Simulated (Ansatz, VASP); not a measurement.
## Fe: VASP beside Ansatz

File POSCAR:

```
Fe
1.0
    2.2391755298      0.0000000000      0.0000000000
    0.0000000000      2.2391755298      0.0000000000
    0.0000000000      0.0000000000      2.2391755298
Fe
1
Direct
    0.0000000000      0.0000000000      0.0000000000
```

INCAR.step1

```
PREC = Accurate ; ENCUT = 520
ISMEAR = -1 ; SIGMA = 0.1
LREAL = False ; LASPH = True
NELM = 150 ; LNONCOLLINEAR = True
MAGMOM = 0 0 0 ; LSORBIT = True
GGA_COMPAT = False ; LMAXMIX = 4
NBANDS = 19 ; GGA = PE
ALGO = Normal ; EDIFF = 1E-4
LWAVE = True ; LCHARG = False
```

Contents of INCAR.step2:

```
PREC = Accurate ; ENCUT = 520
EDIFF = 1E-6 ; ISMEAR = -1
SIGMA = 0.1 ; LREAL = False
LASPH = True ; NELM = 150
ALGO = Normal ; ISIF = 2
LWAVE = False ; LCHARG = False
LNONCOLLINEAR = True ; MAGMOM = 0 0 0
LORBIT = 11 ; LSORBIT = True
GGA_COMPAT = False ; LORBMOM = True
LMAXMIX = 4 ; METAGGA = R2SCAN
LMIXTAU = True ; NBANDS = 19
ISTART = 1
```

The input KPOINTS:

```
Automatic mesh
0
Gamma
  14 14 14
```

Input for Ansatz:

```yaml
crystal:
  lattice:
    - [2.2391755298, 0.0, 0.0]
    - [0.0, 2.2391755298, 0.0]
    - [0.0, 0.0, 2.2391755298]
  atoms:
    - { symbol: Fe, position: [0.0, 0.0, 0.0] }
hamiltonian:
  xc: r2scan
  pseudopotentials:
    kind: paw_fr
    azcp:
      Fe: "pseudopotentials/Fe.paw.azcp"
basis:
  ecutwfc: 500
  fft_grid_basis: typed
kpoints:
  mp_grid: { grid: [14, 14, 14], shift: [0, 0, 0] }
magnetization:
  noncollinear: true
  spin_orbit: true
scf:
  occupations: { method: fermi_dirac, width: 0.1 }
```

Alike in both runs: task single point; functional r2SCAN; k mesh 14 × 14 × 14; occupations fermi-dirac, width 0.1 eV; non-collinear spin, spin-orbit coupling.

|  | VASP | Ansatz |
| --- | --- | --- |
| version | VASP 6.6.1 | Ansatz 0.2.0 |
| potentials or method | VASP PAW PBE potentials, release 64 (Fe), cutoff 520 eV | plane waves (500 eV) with PAW, fully relativistic with spin-orbit coupling |
| valence electrons in the cell | 8 | 16 |

|  | VASP | Ansatz | Ansatz less VASP |
| --- | --- | --- | --- |
| net moment per atom (μB) | 0.00 | 0.00 | 0.000 |

VASP's potentials were made for PBE, not for r2SCAN. VASP's potentials hold 8 valence electrons a cell and Ansatz's 16, so a difference there can come from the potentials and not from the codes.
